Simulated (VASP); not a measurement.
**Au: relaxation of cell and atoms with LDA**

The system is Au.

```
Au
1.0
     0.00000    2.08564    2.08564
     2.08564    0.00000    2.08564
     2.08564    2.08564    0.00000
Au
1
Cartesian
  0.0000 0.0000 0.0000
```

```yaml
Program: VASP 6.6.1
Task: relaxation of cell and atoms
Functional: LDA
Potentials_or_basis: VASP PAW LDA potentials, release 64 (Au_sv_GW)
Cutoff: 500 eV
k_mesh: 8 × 8 × 8
Occupations: gaussian, width 0.1 eV
Spin: no spin polarisation
Dipole_correction: no
Second_run: valence_matched
Further_INCAR_settings: ALGO = Normal; EDIFF = 1e-07; IBRION = 2; EDIFFG = -0.05; NSW = 100; ISIF = 3
```

| Quantity | Value |
| --- | --- |
| Relaxed volume | 16.68 Å³/atom |
| Relaxed cell | a = 2.868 Å, b = 2.868 Å, c = 2.868 Å, α = 60.00°, β = 60.00°, γ = 60.00° |
| Space group after relaxing (to 0.05 Å) | Fm-3m (No. 225) |
| Energy gained by relaxing | 70.3 meV/atom |
| Ionic steps | 4 |
| Pressure after relaxing | -0.2 GPa |

Step by step:
```tsv
step	energy change (eV)	largest force (eV/Å)	pressure (GPa)	volume (Å³)
1	0.0000	0.0000	-13.89	18.14
2	0.2180	0.0000	46.01	14.32
3	-0.0701	0.0000	-0.78	16.73
4	-0.0703	0.0000	-0.20	16.68
```

Final structure:
```
CELL_PARAMETERS angstrom
0.00000 2.02794 2.02794
2.02794 0.00000 2.02794
2.02794 2.02794 0.00000
ATOMIC_POSITIONS crystal
Au 0.00000 0.00000 0.00000
```

Levels at points of the mesh, in eV from the Fermi level:
```csv
k point,band 8,band 9,band 10,band 11,band 12,band 13
"(0.00, 0.00, 0.00)",-4.78,-3.18,-3.18,14.51,18.57,18.57
"(0.50, 0.00, 0.00)",-1.93,-1.93,-1.05,3.22,13.97,17.24
"(0.50, 0.50, 0.00)",-1.60,-1.60,0.96,5.98,10.06,10.06
```

It took 15 s on 1 thread of AMD EPYC 9R45 96-Core Processor (Zen 5), with other jobs on the host, peak memory 0.11 GiB.

Caveat: spin-orbit coupling is left out, which moves the levels of the heavy elements.
